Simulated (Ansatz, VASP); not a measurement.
## CdTe in VASP and in Ansatz

```
Cd Te
1.0
     0.00000    3.20459    3.20459
     3.20459    0.00000    3.20459
     3.20459    3.20459    0.00000
Cd Te
1 1
Direct
  0.00000 0.00000 0.00000
  0.25000 0.25000 0.25000
```

Alike in both runs: functional LDA; k mesh 10 × 10 × 10; occupations gaussian, width 0.02 eV; no spin polarisation.

Ansatz relaxed the structure, and its values are those at the end. VASP's run is a single point on that final structure, the one shown.

```csv
,VASP,Ansatz
version,VASP 6.6.1,Ansatz 0.2.0
potentials or method,"VASP PAW LDA potentials, release 64 (Cd, Te), cutoff 500 eV","scalar-relativistic, plane waves, PAW"
valence electrons in the cell,18,36
```

|  | VASP | Ansatz | Ansatz less VASP |
| --- | --- | --- | --- |
| gap on the k mesh at the Fermi level (eV) | 0.66 | 0.61 | -0.042 |
| least direct gap on the mesh (eV) | 0.66 | 0.61 | -0.042 |
| pressure (GPa) | 0.3 | 0.0 | -0.27 |

LDA's correlation is that of Perdew and Zunger in VASP and of Perdew and Wang (1992) in Ansatz. VASP's potentials hold 18 valence electrons a cell and Ansatz's 36, so a difference there can come from the potentials and not from the codes.

Spin-orbit coupling is off throughout.
